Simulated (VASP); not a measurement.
# CoO (I4/mmm) in VASP: further runs

Runs on CoO. Level: PBEsol. Tasks: single point.

Everything below comes from runs of VASP 6.6.1. Logs are shortened: lines on timing, memory, paths and dates and some standing lists are left out, and cuts for length are marked.

### Step 1. The cell of the first run

Symmetry: I4/mmm, No. 139, tetragonal system. Conventional cell: a = 3.016 Å, b = 3.016 Å, c = 4.214 Å, α = 90.00°, β = 90.00°, γ = 90.00°. Within 2.8 Å of Co (site symmetry 4/mmm) lie 6 O at 2.11 to 2.13 Å. O (site symmetry 4/mmm) has 6 Co at 2.11 to 2.13 Å within 2.8 Å.

### Step 2. Single point, PBEsol, collinear spin, ferromagnetic start

INCAR reads:

```
SYSTEM = CoO
ALGO = Normal
EDIFF = 1E-6
ENCUT = 520
GGA = PS
ISIF = 2
ISMEAR = 0
ISPIN = 2
LASPH = .TRUE.
LCHARG = .FALSE.
LMAXMIX = 4
LORBIT = 11
LREAL = .FALSE.
LWAVE = .FALSE.
MAGMOM = 2.74 0.38
NBANDS = 18
NELM = 150
PREC = Accurate
SIGMA = 0.2
```

KPOINTS reads:

```
k-points
0
G
  10 10 10
  0 0 0
```

POSCAR reads:

```
CoO
1.0
   -1.5080001529      1.5080001529      2.1072499549
    1.5080001529     -1.5080001529      2.1072499549
    1.5080001529      1.5080001529     -2.1072499549
Co O
1 1
Direct
    0.0000000000      0.0000000000      0.0000000000
    0.5000000000      0.5000000000      0.0000000000
```

Potentials or basis: VASP PAW PBE potentials, release 64 (Co, O).

The run is started by

```
$ cat potpaw_PBE.64/Co/POTCAR potpaw_PBE.64/O/POTCAR > POTCAR
$ mpirun -np 1 vasp_std > vasp.out
```

OUTCAR:

```text
SYSTEM = CoO
   EDIFF = 1E-6
   ENCUT = 520
   GGA = PS
   ISIF = 2
   ISMEAR = 0
   ISPIN = 2
   LASPH = .TRUE.
   LORBIT = 11
   LREAL = .FALSE.
   NELM = 150
   PREC = Accurate

 ion  position               nearest neighbor table
   1  0.000  0.000  0.000-   2 2.11   2 2.11   2 2.13   2 2.13   2 2.13   2 2.13
   2  0.500  0.500  0.000-   1 2.11   1 2.11   1 2.13   1 2.13   1 2.13   1 2.13

  LATTYP: Found a body centered tetragonal cell.
 ALAT       =     3.0160003058
 C/A-ratio  =     1.3973804650

  Lattice vectors:

 A1 = (  -1.5080001529,   1.5080001529,   2.1072499549)
 A2 = (   1.5080001529,  -1.5080001529,   2.1072499549)
 A3 = (   1.5080001529,   1.5080001529,  -2.1072499549)

Analysis of symmetry for initial positions (statically):
=====================================================================
 Subroutine PRICEL returns:
 Original cell was already a primitive cell.

 Routine SETGRP: Setting up the symmetry group for a
 body centered tetragonal supercell.

 Subroutine GETGRP returns: Found 16 space group operations
 (whereof 16 operations were pure point group operations)
 out of a pool of 16 trial point group operations.

The static configuration has the point symmetry D_4h.

Analysis of symmetry for dynamics (positions and initial velocities):
=====================================================================
 Subroutine PRICEL returns:
 Original cell was already a primitive cell.

 Routine SETGRP: Setting up the symmetry group for a
 body centered tetragonal supercell.

 Subroutine GETGRP returns: Found 16 space group operations
 (whereof 16 operations were pure point group operations)
 out of a pool of 16 trial point group operations.

The dynamic configuration has the point symmetry D_4h.

Analysis of structural, dynamic, and magnetic symmetry:
=====================================================================
 Subroutine PRICEL returns:
 Original cell was already a primitive cell.

 Routine SETGRP: Setting up the symmetry group for a
 body centered tetragonal supercell.

 Subroutine GETGRP returns: Found 16 space group operations
 (whereof 16 operations were pure point group operations)
 out of a pool of 16 trial point group operations.

The overall configuration has the point symmetry D_4h.

 Subroutine INISYM returns: Found 16 space group operations
 (whereof 16 operations are pure point group operations),
 and found     1 'primitive' translations

----------------------------------------------------------------------------------------

                                     Primitive cell
[... 109 lines left out ...]
   IMIX   =      4    mixing-type and parameters
     AMIX     =   0.40;   BMIX     =  1.00
     AMIX_MAG =   1.60;   BMIX_MAG =  1.00
  volume/ion in A,a.u.               =       9.58        64.68
  Fermi-wavevector in a.u.,A,eV,Ry     =   1.508617  2.850873 30.965840  2.275925
  Thomas-Fermi vector in A             =   2.619048
   LORBIT       =     11    0 simple, 1 ext, 2 COOP (PROOUT), +10 PAW based schemes
   GGA     = PS    functional components
   LHFCALC =     F    Hartree Fock is set to
   AEXX    =    0.0000 exact exchange contribution
   IVDW    =     0    specifies the selected vdW correction
   LEPSILON=     F    determine dielectric tensor
   LRPA    =     F    only Hartree local field effects (RPA)
 spin polarized calculation
 Gauss-broadening in eV      SIGMA  =   0.20
  energy-cutoff  :      520.00
  volume of cell :       19.17
 maximum number of plane-waves:       533
 NGX is ok and might be reduce to    24
   NGX = 11   NGY = 11   NGZ = 11

 number of electron      15.0000005 magnetization       2.8845024

 Free energy of the ion-electron system (eV)
  ---------------------------------------------------
  ext. energy  EPLUGINS =         0.00000000
  ---------------------------------------------------
  free energy    TOTEN  =       -13.99490102 eV

  energy without entropy =      -13.91625271  energy(sigma->0) =      -13.95557686

 E-fermi :   7.9324     XC(G=0): -12.7072

 val. band max:        7.9308576284   @ k =  -0.2000  -0.3000   0.2000
 cond. band min:       7.9375765188   @ k =  -0.4000   0.5000   0.3000
 fundamental gap:      0.0067188903
 Fermi energy:         7.9323649004

 spin component 1

 k-point     1 :       0.0000    0.0000    0.0000
  band No.  band energies     occupation
      1     -12.3665      1.00000
      2       4.6535      1.00000
      3       4.6661      1.00000
      4       4.6714      1.00000
      5       4.6900      1.00000
      6       4.6900      1.00000
[... 493 lines left out ...]
     17      36.5573      0.00000
     18      38.2347      0.00000

 [... further k-points ...]

 spin component 2

 k-point     1 :       0.0000    0.0000    0.0000
  band No.  band energies     occupation
      1     -11.8478      1.00000
      2       5.2281      1.00000
      3       5.2829      1.00000
      4       5.2829      1.00000
      5       6.7985      1.00000
      6       6.7986      1.00000
[... 493 lines left out ...]
     17      37.1729      0.00000
     18      38.9425      0.00000

 [... further k-points ...]
[... 5 lines left out ...]
  --------------------------------------------------------------------------------------
  -------------------------------------------------------------------------------------
  Total       -1.1794348     -1.1794348     -1.1368220      0.0000000      0.0000000      0.0000000
  in kB      -98.5838304    -98.5838304    -95.0220177      0.0000000      0.0000000      0.0000000
  external PRESSURE =     -97.3965595 kB  Pullay stress =       0.0000000 kB

 VOLUME and BASIS-vectors are now :
 -----------------------------------------------------------------------------
  energy-cutoff  :      520.00
  volume of cell :       19.17
      direct lattice vectors                 reciprocal lattice vectors
    -1.508000153  1.508000153  2.107249955     0.000000000  0.331564953  0.237276076
     1.508000153 -1.508000153  2.107249955     0.331564953  0.000000000  0.237276076
     1.508000153  1.508000153 -2.107249955     0.331564953  0.331564953  0.000000000

 POSITION                                       TOTAL-FORCE (eV/Angst)
 -----------------------------------------------------------------------------------
      0.00000      0.00000      0.00000        -0.000000     -0.000000      0.000000
      0.00000      0.00000      2.10725         0.000000      0.000000      0.000000
 -----------------------------------------------------------------------------------
    total drift:                               -0.000000      0.000000     -0.000000

  FREE ENERGIE OF THE ION-ELECTRON SYSTEM (eV)
  ---------------------------------------------------
  free  energy   TOTEN  =       -13.9949010163 eV

  energy  without entropy=      -13.9162527113  energy(sigma->0) =      -13.95557686

 total charge

# of ion       s       p       d       tot
------------------------------------------
    1        0.300   0.366   7.153   7.819
    2        1.551   3.402   0.000   4.953
--------------------------------------------------
tot          1.851   3.768   7.153  12.771

 magnetization (x)

# of ion       s       p       d       tot
------------------------------------------
    1        0.020   0.018   2.493   2.531
    2        0.029   0.272   0.000   0.301
--------------------------------------------------
tot          0.049   0.290   2.493   2.832
```

OSZICAR:

```text
N       E                     dE             d eps       ncg     rms          rms(c)
DAV:   1     0.753210300718E+02    0.75321E+02   -0.67467E+03  7666   0.964E+02
DAV:   2    -0.117679465596E+02   -0.87089E+02   -0.74912E+02  7816   0.220E+02
DAV:   3    -0.164866421108E+02   -0.47187E+01   -0.46101E+01  8428   0.545E+01
DAV:   4    -0.165343715415E+02   -0.47729E-01   -0.47693E-01  9060   0.520E+00
DAV:   5    -0.165354572437E+02   -0.10857E-02   -0.10855E-02  8964   0.785E-01    0.152E+01
DAV:   6    -0.154780208288E+02    0.10574E+01   -0.16482E+01  9240   0.618E+01    0.200E+01
DAV:   7    -0.140903974252E+02    0.13876E+01   -0.74957E+00  9022   0.479E+01    0.783E+00
DAV:   8    -0.140232774961E+02    0.67120E-01   -0.34572E-01 10346   0.786E+00    0.440E+00
DAV:   9    -0.139969489111E+02    0.26329E-01   -0.23809E-01 10460   0.847E+00    0.251E+00
DAV:  10    -0.140005217932E+02   -0.35729E-02   -0.34341E-02 10416   0.278E+00    0.128E+00
DAV:  11    -0.139951375014E+02    0.53843E-02   -0.45870E-02 10356   0.357E+00    0.345E-01
DAV:  12    -0.139949971005E+02    0.14040E-03   -0.37667E-03  9112   0.630E-01    0.112E-01
DAV:  13    -0.139949057314E+02    0.91369E-04   -0.28813E-04  8778   0.145E-01    0.866E-02
DAV:  14    -0.139949078121E+02   -0.20807E-05   -0.20683E-04 10624   0.982E-02    0.388E-02
DAV:  15    -0.139949090545E+02   -0.12423E-05   -0.16447E-05 10180   0.620E-02    0.369E-02
DAV:  16    -0.139949030023E+02    0.60522E-05   -0.53612E-06  7540   0.344E-02    0.275E-02
DAV:  17    -0.139949007827E+02    0.22195E-05   -0.85737E-06  8628   0.485E-02    0.925E-03
DAV:  18    -0.139949010163E+02   -0.23354E-06   -0.16483E-06  5532   0.153E-02
   1 F= -.13994901E+02 E0= -.13955577E+02  d E =-.786483E-01  mag=     2.8849
```

stdout:

```text
POSCAR found type information on POSCAR CoO
 POSCAR found :  2 types and       2 ions
 scaLAPACK will be used
 -----------------------------------------------------------------------------
|                                                                             |
|                                                                             |
|     You enforced a specific xc type in the INCAR file but a different       |
|     I HOPE YOU KNOW WHAT YOU ARE DOING!                                     |
|                                                                             |
 -----------------------------------------------------------------------------

 LDA part: xc-table for (Slater+PW92), standard interpolation
 POSCAR, INCAR and KPOINTS ok, starting setup
 FFT: planning ... GRIDC
 FFT: planning ... GRID_SOFT
 FFT: planning ... GRID
 WAVECAR not read
 entering main loop
```

It took 43 s on 1 thread of Intel Xeon 6975P-C (Granite Rapids), shared host; peak memory 0.18 GiB.

Results:

* Free energy: -13.9949 eV
* Pressure: -9.7 GPa
* Net moment: 2.88 μB per cell
* Site moments: Co +2.53; O +0.30 μB
* Valence electrons inside the program's atomic spheres: Co 7.82; O 4.95

Caveat: the PAW data sets were made with another functional, which shifts forces and pressure a little; a cell with one magnetic atom can't hold antiferromagnetic order, which such compounds often take; semilocal functionals often make such compounds metallic where correlation or magnetic order opens a gap, which also shifts bond lengths. With open d or f shells a metallic result of PBEsol can be an artefact of self-interaction; +U or a hybrid may open a gap.

### Step 3. Single point, PBEsol, collinear spin, ferromagnetic start

INCAR reads:

```
SYSTEM = CoO
PREC = Accurate ; ENCUT = 520
EDIFF = 1E-7 ; ISMEAR = 0
SIGMA = 0.4 ; LREAL = .False.
LASPH = .True. ; NELM = 150
ALGO = Normal ; ISIF = 2
LWAVE = .False. ; LCHARG = .True.
ISPIN = 2 ; MAGMOM = 2.74 0.38
LORBIT = 11 ; LMAXMIX = 4
GGA = PS ; LELF = .True.
LVHAR = .True. ; NBANDS = 18
```

KPOINTS reads:

```
regular mesh
0
Gamma
  10 10 10
  0 0 0
```

POSCAR is that of step 2.

Potentials or basis: VASP PAW PBE potentials, release 64 (Co, O).

The run is started by

```
$ cat potpaw_PBE.64/Co/POTCAR potpaw_PBE.64/O/POTCAR > POTCAR
$ mpirun -np 1 vasp_std > vasp.out
```

OUTCAR:

```text
SYSTEM = CoO
   PREC = Accurate
   ENCUT = 520
   EDIFF = 1E-7
   ISMEAR = 0
   LREAL = .False.
   LASPH = .True.
   NELM = 150
   ISIF = 2
   ISPIN = 2
   LORBIT = 11
   GGA = PS

 ion  position               nearest neighbor table
   1  0.000  0.000  0.000-   2 2.11   2 2.11   2 2.13   2 2.13   2 2.13   2 2.13
   2  0.500  0.500  0.000-   1 2.11   1 2.11   1 2.13   1 2.13   1 2.13   1 2.13

  LATTYP: Found a body centered tetragonal cell.
 ALAT       =     3.0160003058
 C/A-ratio  =     1.3973804650

  Lattice vectors:

 A1 = (  -1.5080001529,   1.5080001529,   2.1072499549)
 A2 = (   1.5080001529,  -1.5080001529,   2.1072499549)
[... 1224 lines left out ...]
 VOLUME and BASIS-vectors are now :
 -----------------------------------------------------------------------------
  energy-cutoff  :      520.00
  volume of cell :       19.17
      direct lattice vectors                 reciprocal lattice vectors
    -1.508000153  1.508000153  2.107249955     0.000000000  0.331564953  0.237276076
     1.508000153 -1.508000153  2.107249955     0.331564953  0.000000000  0.237276076
     1.508000153  1.508000153 -2.107249955     0.331564953  0.331564953  0.000000000

 POSITION                                       TOTAL-FORCE (eV/Angst)
 -----------------------------------------------------------------------------------
      0.00000      0.00000      0.00000         0.000000     -0.000000     -0.000000
      0.00000      0.00000      2.10725        -0.000000      0.000000      0.000000
 -----------------------------------------------------------------------------------
    total drift:                               -0.000000      0.000000     -0.000000

  FREE ENERGIE OF THE ION-ELECTRON SYSTEM (eV)
  ---------------------------------------------------
  free  energy   TOTEN  =       -14.0983990930 eV

  energy  without entropy=      -13.8514826523  energy(sigma->0) =      -13.97494087

 total charge

# of ion       s       p       d       tot
------------------------------------------
    1        0.299   0.365   7.162   7.826
    2        1.552   3.398   0.000   4.949
--------------------------------------------------
tot          1.851   3.763   7.162  12.775

 magnetization (x)

# of ion       s       p       d       tot
------------------------------------------
    1        0.020   0.017   2.426   2.463
    2        0.029   0.246   0.000   0.274
--------------------------------------------------
tot          0.048   0.263   2.426   2.737
```

stdout:

```text
POSCAR found type information on POSCAR CoO
 POSCAR found :  2 types and       2 ions
 scaLAPACK will be used
 -----------------------------------------------------------------------------
|                                                                             |
|                                                                             |
|     You enforced a specific xc type in the INCAR file but a different       |
|     I HOPE YOU KNOW WHAT YOU ARE DOING!                                     |
|                                                                             |
 -----------------------------------------------------------------------------

 LDA part: xc-table for (Slater+PW92), standard interpolation
 POSCAR, INCAR and KPOINTS ok, starting setup
 FFT: planning ... GRIDC
 FFT: planning ... GRID_SOFT
 FFT: planning ... GRID
 WAVECAR not read
 entering main loop
```

Run time: 35 s. Hardware: 1 thread of Intel Xeon 6975P-C (Granite Rapids), shared host; peak memory 0.18 GiB.

Results:

```
Free energy                                           : -14.0984 eV
Pressure                                              : -9.9 GPa
Net moment                                            : 2.79 μB per cell
Site moments                                          : Co +2.46; O +0.27 μB
Valence electrons inside the program's atomic spheres : Co 7.83; O 4.95
```

Stress tensor (GPa, compression positive):
```
-10.06   0.00   0.00
  0.00 -10.06   0.00
  0.00   0.00  -9.55
```

Levels at points of the mesh, in eV from the Fermi level:
Spin up:
| k point | band 6 | band 7 | band 8 | band 9 | band 10 | band 11 | band 12 | band 13 |
| --- | --- | --- | --- | --- | --- | --- | --- | --- |
| (0.00, 0.00, 0.00) | -3.20 | -3.09 | -3.09 | -3.02 | 0.87 | 16.57 | 17.97 | 17.97 |
| (0.50, 0.00, 0.00) | -2.31 | -1.78 | 0.09 | 0.18 | 4.85 | 9.25 | 13.13 | 13.41 |
| (0.50, 0.50, 0.00) | -2.85 | -2.32 | -2.02 | -2.02 | 5.74 | 9.60 | 11.55 | 15.57 |
| (0.50, 0.50, 0.50) | -2.83 | -2.31 | -2.03 | -2.03 | 5.75 | 9.76 | 11.41 | 15.53 |
Spin down:
```csv
k point,band 3,band 4,band 5,band 6,band 7,band 8,band 9,band 10
"(0.00, 0.00, 0.00)",-2.73,-2.73,-1.14,-1.14,-1.09,-0.17,-0.17,1.41
"(0.50, 0.00, 0.00)",-4.86,-4.83,-0.14,-0.11,0.17,2.49,2.57,5.15
"(0.50, 0.50, 0.00)",-4.05,-3.96,-2.30,0.13,0.16,0.30,0.80,6.56
"(0.50, 0.50, 0.50)",-4.04,-4.04,-2.30,0.15,0.15,0.33,0.80,6.56
```

Caveat: the PAW data sets were made with another functional, which shifts forces and pressure a little; a cell with one magnetic atom can't hold antiferromagnetic order, which such compounds often take; semilocal functionals often make such compounds metallic where correlation or magnetic order opens a gap, which also shifts bond lengths. With open d or f shells a metallic result of PBEsol can be an artefact of self-interaction; +U or a hybrid may open a gap.

### Step 4. Single point, PBEsol, collinear spin, ferromagnetic start

INCAR reads:

```
  PREC = Accurate
  ENCUT = 520
  EDIFF = 1E-6
  ISMEAR = 0
  SIGMA = 0.1
  LREAL = False
  LASPH = True
  NELM = 150
  ALGO = Normal
  ISIF = 2
  LWAVE = False
  LCHARG = True
  ISPIN = 2
  MAGMOM = 2.74 0.38
  LORBIT = 11
  LMAXMIX = 4
  GGA = PS
  LELF = True
  LVHAR = True
  NBANDS = 18
```

KPOINTS reads:

```
Automatic mesh
0
Gamma
  12 12 12
```

POSCAR is that of step 3.

The run is started by

```
$ cat potpaw_PBE.64/Co/POTCAR potpaw_PBE.64/O/POTCAR > POTCAR
$ mpirun -np 1 vasp_std > vasp.out
```

Wall time 48 s (1 thread of Intel Xeon 6975P-C (Granite Rapids), shared host); peak memory 0.21 GiB.

It converged, with:

```yaml
Free_energy: -13.9642 eV
Pressure: -9.7 GPa
Net_moment: 2.93 μB per cell
Site_moments: Co +2.56; O +0.32 μB
Valence_electrons_inside_the_program's_atomic_spheres: Co 7.82; O 4.95
```

Stress tensor (GPa, compression positive):
```
-9.80  0.00  0.00
 0.00 -9.80  0.00
 0.00  0.00 -9.53
```

Levels at points of the mesh, in eV from the Fermi level:
Spin up:
| k point | band 7 | band 8 | band 9 | band 10 | band 11 | band 12 |
| --- | --- | --- | --- | --- | --- | --- |
| (0.00, 0.00, 0.00) | -3.20 | -3.20 | -3.10 | 0.88 | 16.59 | 17.96 |
| (0.50, 0.00, 0.00) | -1.87 | 0.04 | 0.13 | 4.86 | 9.26 | 13.13 |
| (0.50, 0.50, 0.00) | -2.41 | -2.14 | -2.11 | 5.74 | 9.62 | 11.54 |
| (0.50, 0.50, 0.50) | -2.41 | -2.15 | -2.15 | 5.74 | 9.78 | 11.40 |
Spin down:
| k point | band 4 | band 5 | band 6 | band 7 | band 8 | band 9 |
| --- | --- | --- | --- | --- | --- | --- |
| (0.00, 0.00, 0.00) | -2.62 | -1.14 | -1.14 | -1.09 | -0.16 | -0.15 |
| (0.50, 0.00, 0.00) | -4.76 | -0.14 | -0.11 | 0.19 | 2.55 | 2.62 |
| (0.50, 0.50, 0.00) | -3.86 | -2.30 | 0.13 | 0.16 | 0.32 | 0.82 |
| (0.50, 0.50, 0.50) | -3.95 | -2.30 | 0.15 | 0.15 | 0.36 | 0.81 |

Caveat: the PAW data sets were made with another functional, which shifts forces and pressure a little; a cell with one magnetic atom can't hold antiferromagnetic order, which such compounds often take; semilocal functionals often make such compounds metallic where correlation or magnetic order opens a gap, which also shifts bond lengths. With open d or f shells a metallic result of PBEsol can be an artefact of self-interaction; +U or a hybrid may open a gap.

(Part 1 of 2 ends here.)
